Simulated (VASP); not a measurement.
# InSb3 (Fm-3m) in VASP: settings compared, part 2 of 2

VASP 6.6.1. Earlier steps stand in the parts before.

## 3. Single point, r2SCAN (functional r2SCAN, strained)

The input, POSCAR:

```
InSb3
1.0
    0.0000000000      3.7864725978      3.7864725978
    3.7864725978      0.0000000000      3.7864725978
    3.7864725978      3.7864725978      0.0000000000
In Sb
1 3
Direct
    0.0000000000      0.0000000000      0.0000000000
    0.2500000000      0.2500000000      0.2500000000
    0.7500000000      0.7500000000      0.7500000000
    0.5000000000      0.5000000000      0.5000000000
```

The input, INCAR.step1:

```
SYSTEM = InSb3
PREC     = Accurate       ! precision mode
ENCUT    = 520            ! plane-wave cutoff, eV
ISMEAR   = 0              ! smearing method
SIGMA    = 0.1            ! smearing width, eV
LREAL    = .False.        ! projectors in reciprocal space
LASPH    = .True.         ! aspherical terms in the spheres
NELM     = 100            ! most SCF steps
NBANDS   = 22             ! bands
GGA      = PE             ! functional
ALGO     = Normal         ! electronic algorithm
EDIFF    = 1E-4           ! SCF threshold, eV
LWAVE    = .True.         ! write WAVECAR
LCHARG   = .False.        ! write CHGCAR
```

The input, INCAR.step2:

```
SYSTEM = InSb3
PREC     = Accurate       ! precision mode
ENCUT    = 520            ! plane-wave cutoff, eV
EDIFF    = 1E-7           ! SCF threshold, eV
ISMEAR   = 0              ! smearing method
SIGMA    = 0.1            ! smearing width, eV
LREAL    = .False.        ! projectors in reciprocal space
LASPH    = .True.         ! aspherical terms in the spheres
NELM     = 100            ! most SCF steps
ALGO     = Normal         ! electronic algorithm
ISIF     = 2              ! what is computed and relaxed
LWAVE    = .False.        ! write WAVECAR
LCHARG   = .False.        ! write CHGCAR
METAGGA  = R2SCAN         ! meta-GGA
LMIXTAU  = .True.       
NBANDS   = 22             ! bands
ISTART   = 1
```

The input, KPOINTS:

```
regular mesh
0
Gamma
  10 10 10
  0 0 0
```

Potentials or basis: VASP PAW PBE potentials, release 64 (In_d, Sb).

Run with:

```
$ cat potpaw_PBE.64/In_d/POTCAR potpaw_PBE.64/Sb/POTCAR > POTCAR
$ cp INCAR.step1 INCAR
$ mpirun -np 1 vasp_std > vasp.out
$ cp INCAR.step2 INCAR
$ mpirun -np 1 vasp_std > vasp.out
```

OUTCAR:

```text
SYSTEM = InSb3
   PREC = Accurate
   ENCUT = 520
   EDIFF = 1E-7
   ISMEAR = 0
   LREAL = .False.
   LASPH = .True.
   NELM = 100
   ISIF = 2
   METAGGA = R2SCAN
   ISTART = 1

 ion  position               nearest neighbor table
   1  0.000  0.000  0.000-   3 3.28   3 3.28   3 3.28   2 3.28   3 3.28   2 3.28   2 3.28   2 3.28
                             4 3.79   4 3.79   4 3.79   4 3.79   4 3.79   4 3.79
   2  0.250  0.250  0.250-   1 3.28   1 3.28   1 3.28   1 3.28   4 3.28   4 3.28   4 3.28   4 3.28

   3  0.750  0.750  0.750-   4 3.28   4 3.28   4 3.28   1 3.28   4 3.28   1 3.28   1 3.28   1 3.28

   4  0.500  0.500  0.500-   2 3.28   2 3.28   2 3.28   2 3.28   3 3.28   3 3.28   3 3.28   3 3.28
                             1 3.79   1 3.79   1 3.79   1 3.79   1 3.79   1 3.79

  LATTYP: Found a face centered cubic cell.
 ALAT       =     7.5729451956

  Lattice vectors:

 A1 = (   0.0000000000,   3.7864725978,   3.7864725978)
 A2 = (   3.7864725978,   0.0000000000,   3.7864725978)
 A3 = (   3.7864725978,   3.7864725978,   0.0000000000)

Analysis of symmetry for initial positions (statically):
=====================================================================
 Subroutine PRICEL returns:
 Original cell was already a primitive cell.

 Routine SETGRP: Setting up the symmetry group for a
 face centered cubic supercell.

 Subroutine GETGRP returns: Found 48 space group operations
 (whereof 48 operations were pure point group operations)
 out of a pool of 48 trial point group operations.

The static configuration has the point symmetry O_h .

Analysis of symmetry for dynamics (positions and initial velocities):
=====================================================================
 Subroutine PRICEL returns:
 Original cell was already a primitive cell.

[... 127 lines left out ...]
   EFERMI_NEDOS =   21; number of points for ismear=-14 and -15
   IALGO  =     38    algorithm
   IMIX   =      4    mixing-type and parameters
     AMIX     =   0.40;   BMIX     =  1.00
     AMIX_MAG =   1.60;   BMIX_MAG =  1.00
  volume/ion in A,a.u.               =      27.14       183.18
  Fermi-wavevector in a.u.,A,eV,Ry     =   1.042036  1.969162 14.773735  1.085839
  Thomas-Fermi vector in A             =   2.176683
   LORBIT       =      0    0 simple, 1 ext, 2 COOP (PROOUT), +10 PAW based schemes
   METAGGA = R2SCAN    functional components
   LHFCALC =     F    Hartree Fock is set to
   AEXX    =    0.0000 exact exchange contribution
   IVDW    =     0    specifies the selected vdW correction
   LEPSILON=     F    determine dielectric tensor
   LRPA    =     F    only Hartree local field effects (RPA)
 non-spin polarized calculation
 Gauss-broadening in eV      SIGMA  =   0.10
  energy-cutoff  :      520.00
  volume of cell :      108.58
 maximum number of plane-waves:      2954
   NGX = 19   NGY = 19   NGZ = 19

 number of electron      27.9999990 magnetization

 Free energy of the ion-electron system (eV)
  ---------------------------------------------------
  ext. energy  EPLUGINS =         0.00000000
  ---------------------------------------------------
  free energy    TOTEN  =       -98.66399098 eV

  energy without entropy =      -98.65378810  energy(sigma->0) =      -98.65888954

 E-fermi :   7.9887     XC(G=0): -10.7581

 val. band max:        7.9418263157   @ k =   0.4000   0.2000   0.1000
 cond. band min:       8.0098198085   @ k =  -0.2000   0.3000   0.1000
 fundamental gap:      0.0679934927
 Fermi energy:         7.9887390016

 k-point     1 :       0.0000    0.0000    0.0000
  band No.  band energies     occupation
      1      -7.1391      2.00000
      2      -7.1391      2.00000
      3      -7.1391      2.00000
      4      -7.1013      2.00000
      5      -7.1013      2.00000
      6      -4.8697      2.00000
[... 589 lines left out ...]
     21      12.7128      0.00000
     22      13.2576      0.00000

 [... further k-points ...]

------------------------ aborting loop because EDIFF is reached ----------------------------------------

  FORCE on cell =-STRESS in cart. coord.  units (eV):
  Direction    XX          YY          ZZ          XY          YZ          ZX
  --------------------------------------------------------------------------------------
  -------------------------------------------------------------------------------------
  Total       -0.4431446     -0.4431446     -0.4431446      0.0000000      0.0000000      0.0000000
  in kB       -6.5391547     -6.5391547     -6.5391547      0.0000000      0.0000000      0.0000000
  external PRESSURE =      -6.5391547 kB  Pullay stress =       0.0000000 kB

 VOLUME and BASIS-vectors are now :
 -----------------------------------------------------------------------------
  energy-cutoff  :      520.00
  volume of cell :      108.58
      direct lattice vectors                 reciprocal lattice vectors
     0.000000000  3.786472598  3.786472598    -0.132049021  0.132049021  0.132049021
     3.786472598  0.000000000  3.786472598     0.132049021 -0.132049021  0.132049021
     3.786472598  3.786472598  0.000000000     0.132049021  0.132049021 -0.132049021

 POSITION                                       TOTAL-FORCE (eV/Angst)
 -----------------------------------------------------------------------------------
      0.00000      0.00000      0.00000         0.000000     -0.000000      0.000000
      1.89324      1.89324      1.89324         0.000000      0.000000      0.000000
      5.67971      5.67971      5.67971        -0.000000     -0.000000     -0.000000
      3.78647      3.78647      3.78647         0.000000     -0.000000      0.000000
 -----------------------------------------------------------------------------------
    total drift:                               -0.000000      0.000000      0.000000

  FREE ENERGIE OF THE ION-ELECTRON SYSTEM (eV)
  ---------------------------------------------------
  free  energy   TOTEN  =       -98.6639909764 eV

  energy  without entropy=      -98.6537881042  energy(sigma->0) =      -98.65888954
```

Wall time 5.2 min (1 thread of Intel Xeon Platinum 8488C (Sapphire Rapids), shared host); peak memory 0.32 GiB.

What came out:

```yaml
Free_energy: -98.6640 eV
Pressure: -0.7 GPa
Band_gap_on_the_k_mesh: zero (band 14 reaches 9.09 eV, above the bottom of band 15 at 5.81 eV)
```

Levels at points of the mesh, in eV from the Fermi level:
| k point | band 12 | band 13 | band 14 | band 15 | band 16 | band 17 |
| --- | --- | --- | --- | --- | --- | --- |
| (0.00, 0.00, 0.00) | -2.54 | -2.54 | -2.54 | -2.18 | -0.74 | -0.74 |
| (0.50, 0.00, 0.00) | -2.75 | -2.75 | -0.18 | -0.06 | 2.06 | 2.06 |
| (0.50, 0.50, 0.00) | 0.53 | 0.87 | 0.87 | 1.48 | 1.74 | 1.88 |

Caveat: the cell differs from its parent crystal (functional r2SCAN, strained); the PAW data sets were made with another functional, which shifts forces and pressure a little; spin-orbit coupling is left out, which moves the levels of the heavy elements.
